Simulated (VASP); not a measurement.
Here is a VASP 6.6.1 calculation.

The input INCAR:

```
SYSTEM = Sr3Sn2Bi2
PREC     = Accurate       ! precision mode
ENCUT    = 520            ! plane-wave cutoff, eV
EDIFF    = 1E-7           ! SCF threshold, eV
ISMEAR   = 1              ! smearing method
SIGMA    = 0.15           ! smearing width, eV
LREAL    = .FALSE.        ! projectors in reciprocal space
LASPH    = .TRUE.         ! aspherical terms in the spheres
NELM     = 100            ! most SCF steps
ALGO     = Normal         ! electronic algorithm
ISIF     = 2              ! what is computed and relaxed
LWAVE    = .FALSE.        ! write WAVECAR
LCHARG   = .FALSE.        ! write CHGCAR
GGA      = PE             ! functional
NBANDS   = 53             ! bands
```

KPOINTS

```
Automatic mesh
0
G
  5 5 5
  0 0 0
```

File POSCAR:

```
Sr3Sn2Bi2
1.0
    0.0000000000      0.0000000000      5.3031900000
    4.6582900000      0.0000000000      0.0000000000
    2.3291450000     10.4613790000     -2.6515950000
Bi Sn Sr
2 2 3
Direct
    0.4378000000      0.0622000000      0.8756000000
    0.5622000000      0.9378000000      0.1244000000
    0.3629000000      0.6371000000      0.7258000000
    0.6371000000      0.3629000000      0.2742000000
    0.0000000000      0.5000000000      0.0000000000
    0.1829000000      0.8171000000      0.3658000000
    0.8171000000      0.1829000000      0.6342000000
```

Potentials or basis: VASP PAW PBE potentials, release 64 (Bi_d, Sn_d, Sr_sv).

Run with:

```sh
$ cat potpaw_PBE.64/Bi_d/POTCAR potpaw_PBE.64/Sn_d/POTCAR potpaw_PBE.64/Sr_sv/POTCAR > POTCAR
$ mpirun -np 1 vasp_std > vasp.out
```

Question: Predict the pressure.

Answer: 4.8 GPa.

Question: What does it give for the band gap on the k mesh?

Answer: Zero (bands 44 and 45 overlap by 0.60 eV).

Forces in eV/Å, atoms in the order of the input:
```
Bi   0.000 -3.449  0.000
Bi   0.000  3.449  0.000
Sn   0.000 -2.176  0.000
Sn   0.000  2.176  0.000
Sr   0.000  0.000  0.000
Sr   0.000  0.040  0.000
Sr   0.000 -0.040  0.000
```

Caveat: the stress differs along the axes, from -3 to 11 GPa; spin-orbit coupling is left out, which moves the levels of the heavy elements; forces of over 1 eV/Å act on the atoms, so gaps and moduli don't describe the material at rest.
